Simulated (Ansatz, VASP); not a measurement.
**Two plane-wave programs on Pt**

The input INCAR:

```
ALGO = Normal
EDIFF = 1E-7
EDIFFG = -0.04
ENCUT = 500
GGA = PS
GGA_COMPAT = False
IBRION = 2
ISIF = 3
ISMEAR = 0
LASPH = True
LCHARG = False
LREAL = False
LWAVE = False
NELM = 120
NELMIN = 4
NSW = 90
PREC = Accurate
SIGMA = 0.1
```

KPOINTS

```
k-points
0
Gamma
  8 8 8
```

File POSCAR:

```
Pt
1.0
   -1.5842200000      1.5842200000      1.5842200000
    1.5842200000     -1.5842200000      1.5842200000
    1.5842200000      1.5842200000     -1.5842200000
Pt
1
Direct
    0.0000000000      0.0000000000      0.0000000000
```

Input for Ansatz:

```yaml
crystal:
  lattice:
    - [-1.58422, 1.58422, 1.58422]
    - [1.58422, -1.58422, 1.58422]
    - [1.58422, 1.58422, -1.58422]
  atoms:
    - { symbol: Pt, position: [0.0, 0.0, 0.0] }
basis:
  ecutwfc: 420
kpoints:
  mp_grid: { grid: [8, 8, 8] }
hamiltonian:
  xc: pbesol
scf:
  occupations: { method: gaussian, width: 0.1 }
  lower_state_search: "off"
output:
  forces: true
  stress: true
  eigenvalues: true
relax:
  adjacent_minimum: "off"
  f_tol: 0.04
  max_steps: 70
  cell: { stress_tol: 0.4 }
```

Alike in both runs: task relaxation of cell and atoms; functional PBEsol; k mesh 8 × 8 × 8; occupations gaussian, width 0.1 eV; no spin polarisation.

|  | VASP | Ansatz |
| --- | --- | --- |
| version | VASP 6.6.1 | Ansatz 0.2.0 |
| potentials or method | VASP PAW PBE potentials, release 64 (Pt), cutoff 500 eV | scalar-relativistic, plane waves, PAW |
| valence electrons in the cell | 10 | 18 |

|  | VASP | Ansatz | Ansatz less VASP |
| --- | --- | --- | --- |
| gap on the k mesh at the Fermi level, each at its own relaxed structure (eV) | none | none | - |
| relaxed volume (Å³/atom) | 15.29 | 15.29 | +0.002 |
| relaxed cell length with the largest relative difference (Å) | 2.708 | 2.708 | +0.0001 |

VASP's potentials were made for PBE, not for PBEsol. A gap of «none» marks a metal or a gap that the smearing closes. VASP's potentials hold 10 valence electrons a cell and Ansatz's 18, so a difference there can come from the potentials and not from the codes.

Neither program's run includes spin-orbit coupling.
